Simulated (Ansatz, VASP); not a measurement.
# One calculation of HfN, two programs

Contents of INCAR:

```
SYSTEM = HfN
  PREC = Accurate
  ENCUT = 520
  EDIFF = 1E-6
  ISMEAR = 0
  SIGMA = 0.15
  LREAL = .FALSE.
  LASPH = .TRUE.
  NELM = 100
  ALGO = Fast
  ISIF = 2
  LWAVE = .FALSE.
  LCHARG = .FALSE.
  GGA = PS
  NBANDS = 23
```

KPOINTS

```
regular mesh
0
G
  18 18 12
  0 0 0
```

File POSCAR:

```
HfN
1.0
    0.0000000000     -2.4335341244     -2.4335341244
    0.0000000000      2.4335341244     -2.4335341244
    4.8670682487      0.0000000000      0.0000000000
Hf N
2 2
Direct
    0.4954394874      0.5000000000      0.5000000000
   -0.0045605126      0.0000000000      0.0000000000
    0.0581135702      0.5000000000      0.2500000000
    0.5581135702      0.0000000000      0.7500000000
```

Input for Ansatz:

```yaml
crystal:
  lattice:
    - [0.0, -2.4335341244, -2.4335341244]
    - [0.0, 2.4335341244, -2.4335341244]
    - [4.8670682487, 0.0, 0.0]
  atoms:
    - { symbol: Hf, position: [0.4954394874, 0.5, 0.5] }
    - { symbol: Hf, position: [-0.0045605126, 0.0, 0.0] }
    - { symbol: "N", position: [0.0581135702, 0.5, 0.25] }
    - { symbol: "N", position: [0.5581135702, 0.0, 0.75] }
basis:
  ecutwfc: 420
kpoints:
  mp_grid: { grid: [18, 18, 12] }
hamiltonian:
  xc: pbesol
scf:
  occupations: { method: gaussian, width: 0.15 }
output:
  forces: true
  stress: true
  eigenvalues: true
```

Change from the starting cell: mode 9 (515.6 1/cm) frozen in, largest displacement -0.200 Å.

Alike in both runs: task single point; functional PBEsol; k mesh 18 × 18 × 12; occupations gaussian, width 0.15 eV; no spin polarisation.

|  | VASP | Ansatz |
| --- | --- | --- |
| version | VASP 6.6.1 | Ansatz 0.2.0 |
| potentials or method | VASP PAW PBE potentials, release 64 (Hf_pv, N), cutoff 520 eV | scalar-relativistic, plane waves, PAW |
| valence electrons in the cell | 30 | 62 |

|  | VASP | Ansatz | Ansatz less VASP |
| --- | --- | --- | --- |
| gap on the k mesh at the Fermi level (eV) | none | none | - |
| pressure (GPa) | 4.4 | 5.0 | +0.64 |
| traceless stress, the component that is largest in VASP (GPa) | -10.70 | -10.60 | +0.100 |
| rms of the force components (eV/Å) | 1.761 | 1.740 | -0.0214 |

VASP's potentials were made for PBE, not for PBEsol. Atom by atom the forces differ by 0.024 eV/Å (rms over components). A gap of «none» marks a metal or a gap that the smearing closes. VASP's potentials hold 30 valence electrons a cell and Ansatz's 62, so a difference there can come from the potentials and not from the codes.

Neither program's run includes spin-orbit coupling.
